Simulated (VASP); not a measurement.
Wanted: the native input for a VASP 6.6.1 run.

```yaml
Task: electric field gradients
Functional: PBE
Potentials_or_basis: VASP PAW PBE potentials, release 64 (Hf_pv, N)
Cutoff: 520 eV
k_mesh: 10 × 10 × 10
Occupations: fermi-dirac, width 0.03 eV
Spin: no spin polarisation
Dipole_correction: no
Further_INCAR_settings: ALGO = Normal; EDIFF = 1e-08; NBANDS = 14
```

The structure of HfN lies in POSCAR:

```
HfN
1.0
    0.0000000000      2.2815900000      2.2590000000
    2.2815900000      0.0000000000      2.2590000000
    2.2815900000      2.2815900000      0.0000000000
Hf N
1 1
Direct
    0.0000000000      0.0000000000      0.0000000000
    0.5000000000      0.5000000000      0.5000000000
```

This cell differs from its parent crystal: equal xx and yy strain of +1 %.

One way to write it, as run:

INCAR

```
ALGO = Normal
EDIFF = 1E-8
ENCUT = 520
GGA = PE
ISIF = 2
ISMEAR = -1
LASPH = T
LCHARG = F
LEFG = T
LREAL = F
LWAVE = F
NBANDS = 14
NELM = 60
PREC = Accurate
SIGMA = 0.03
```

KPOINTS

```
k-points
0
Gamma
  10 10 10
```

Potentials or basis: VASP PAW PBE potentials, release 64 (Hf_pv, N).

Launch:

```console
$ cat potpaw_PBE.64/Hf_pv/POTCAR potpaw_PBE.64/N/POTCAR > POTCAR
$ mpirun -np 1 vasp_std > vasp.out
```

It gave:

| Property | Result |
| --- | --- |
| Pressure | -2.3 GPa |

Caveat: the cell differs from its parent crystal (equal xx and yy strain of +1 %); without QUAD_EFG the Cq values of the log hold for a quadrupole moment of 1 mb, not for the nuclei.

It took 12 s on 1 thread of Intel(R) Xeon(R) 6975P-C (Granite Rapids) (shared host), peak memory 0.16 GiB.
